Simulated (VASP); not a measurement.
# Fe: single point with HSE06

Crystal: Fe.

```
CELL_PARAMETERS angstrom
-1.44300 1.44300 1.44300
1.44300 -1.44300 1.44300
1.44300 1.44300 -1.44300
ATOMIC_POSITIONS crystal
Fe 0.00000 0.00000 0.00000
```

- Program: VASP 6.6.1
- Task: single point
- Functional: HSE06
- Potentials or basis: VASP PAW PBE potentials, release 64 (Fe)
- Cutoff: 520 eV
- k mesh: 8 × 8 × 8
- Occupations: fermi-dirac, width 0.05 eV
- Spin: collinear spin, ferromagnetic start
- Starting moments: [3.0] μB
- Dipole correction: no
- Grid for exact exchange (PRECFOCK): Normal
- Further INCAR settings: ALGO = Normal; EDIFF = 1e-07; NBANDS = 14
- Share of exact exchange: 0.25
- Screening parameter: 0.2079 1/Å

The pressure is 3.1 GPa, the net moment is 2.78 μB per cell and the site moments are Fe +2.86 μB. The valence electrons inside the program's atomic spheres are Fe 7.19.

Levels at points of the mesh, in eV from the Fermi level:
Spin up:
| k point | band 3 | band 4 | band 5 | band 6 | band 7 | band 8 |
| --- | --- | --- | --- | --- | --- | --- |
| (0.00, 0.00, 0.00) | -5.09 | -5.09 | -3.98 | -3.98 | 25.47 | 25.47 |
| (0.50, 0.00, 0.00) | -3.89 | -3.77 | -2.50 | 0.44 | 6.75 | 18.78 |
| (0.50, 0.50, 0.50) | -2.80 | -2.80 | -2.80 | 10.12 | 10.12 | 10.12 |
Spin down:
```
           k point  band 1  band 2  band 3  band 4  band 5  band 6  band 7
(0.00, 0.00, 0.00)   -9.99    0.76    0.76    0.76    3.63    3.63   24.64
(0.50, 0.00, 0.00)   -4.07   -1.38   -0.51    3.34    3.86    4.22    9.61
(0.50, 0.50, 0.50)   -2.89   -2.89    3.90    3.90    3.90   10.03   10.03
```

Wall time 41 min on 1 thread of Intel(R) Xeon(R) Platinum 8259CL CPU @ 2.50GHz (Skylake/Cascade Lake), on a shared host, peak memory 0.24 GiB.

Caveat: the k points lie up to 0.38 Å⁻¹ apart; the PAW data sets were made with another functional, which shifts forces and pressure a little.
